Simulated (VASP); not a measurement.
Write the native input for VASP 6.6.1 that does the following.

| Property | Result |
| --- | --- |
| Task | single point |
| Functional | PBE |
| Potentials or basis | VASP PAW PBE potentials, release 64 (Si, W_sv) |
| Cutoff | 520 eV |
| k mesh | 11 × 11 × 14 |
| Occupations | fermi-dirac, width 0.05 eV |
| Spin | no spin polarisation |
| Dipole correction | no |
| Further INCAR settings | ALGO = Normal; EDIFF = 1e-06; NBANDS = 18; ISYM = 0 |

The structure of Si2W lies in POSCAR:

```
Si2W
1.0
   -1.6060000000      1.6060000000      3.9400000000
    1.6060000000     -1.6060000000      3.9400000000
    1.6060000000      1.6060000000     -3.9400000000
Si W
2 1
Direct
    0.3330000000      0.3330000000      0.0000000000
    0.6670000000      0.6670000000      0.0000000000
    0.0000000000      0.0000000000      0.0000000000
```

One way to write it, as run:

INCAR

```
SYSTEM = Si2W
PREC = Accurate
ENCUT = 520
EDIFF = 1E-6
ISMEAR = -1
SIGMA = 0.05
LREAL = .False.
LASPH = .True.
NELM = 80
ALGO = Normal
ISIF = 2
LWAVE = .False.
LCHARG = .True.
GGA = PE
LELF = .True.
LVHAR = .True.
ISYM = 0
NBANDS = 18
```

KPOINTS

```
regular mesh
0
Gamma
  11 11 14
  0 0 0
```

Potentials or basis: VASP PAW PBE potentials, release 64 (Si, W_sv).

Command:

```bash
$ cat potpaw_PBE.64/Si/POTCAR potpaw_PBE.64/W_sv/POTCAR > POTCAR
$ mpirun -np 1 vasp_std > vasp.out
```

Results of the run:

The pressure is 1.7 GPa, the largest force is 0.211 eV/Å and the band gap on the k mesh is zero (bands 11 and 12 overlap by 1.25 eV).

Caveat: spin-orbit coupling is left out, which moves the levels of the heavy elements.

Run time: 19 min on 1 thread of Intel Xeon 8259CL, with other jobs on the host, peak memory 0.68 GiB.
